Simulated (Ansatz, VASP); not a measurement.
**NaI in VASP and in Ansatz**

```
CELL_PARAMETERS angstrom
0.00000 3.26454 3.26454
3.26454 0.00000 3.26454
3.26454 3.26454 0.00000
ATOMIC_POSITIONS crystal
Na 0.00000 0.00000 0.00000
I 0.50000 0.50000 0.50000
```

Alike in both runs: task single point; functional PBE; k mesh 10 × 10 × 10; occupations gaussian, width 0.05 eV; no spin polarisation.

|  | VASP | Ansatz |
| --- | --- | --- |
| version | VASP 6.6.1 | Ansatz 0.2.0 |
| potentials or method | VASP PAW PBE potentials, release 64 (Na_pv, I), cutoff 520 eV | scalar-relativistic, plane waves, PAW |
| valence electrons in the cell | 14 | 26 |

```tsv
	VASP	Ansatz	Ansatz less VASP
gap on the k mesh at the Fermi level (eV)	3.57	3.58	+0.004
least direct gap on the mesh (eV)	3.57	3.58	+0.004
pressure (GPa)	0.0	0.0	-0.02
```

VASP's potentials hold 14 valence electrons a cell and Ansatz's 26, so a difference there can come from the potentials and not from the codes.

Spin-orbit coupling is off throughout.
